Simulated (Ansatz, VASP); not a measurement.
**One calculation of SnBi3O, two programs**

```
Sn Bi O
1.0
     5.05487    0.00000    0.00000
     0.00000    5.05487    0.00000
     0.00000    0.00000    5.05487
Sn Bi O
1 3 1
Direct
  0.00000 0.00000 0.00000
  0.50000 0.50000 0.00000
  0.00000 0.50000 0.50000
  0.50000 0.00000 0.50000
  0.50000 0.50000 0.50000
```

Change from the starting cell: species swapped into the Sr3BiN type (Pm-3m, No. 221).

Alike in both runs: functional PBE; k mesh 8 × 8 × 8; occupations gaussian, width 0.1 eV; no spin polarisation.

Ansatz relaxed the structure, and its values are those at the end. VASP's run is a single point on that final structure, the one shown.

|  | VASP | Ansatz |
| --- | --- | --- |
| version | VASP 6.6.1 | Ansatz 0.2.0 |
| potentials or method | VASP PAW PBE potentials, release 64 (Sn_d, Bi_d, O), cutoff 520 eV | scalar-relativistic, plane waves, PAW |
| valence electrons in the cell | 65 | 65 |

```csv
,VASP,Ansatz,Ansatz less VASP
gap on the k mesh at the Fermi level (eV),none,none,-
pressure (GPa),0.0,0.0,+0.04
```

A gap of «none» marks a metal or a gap that the smearing closes.

Spin-orbit coupling is off throughout.
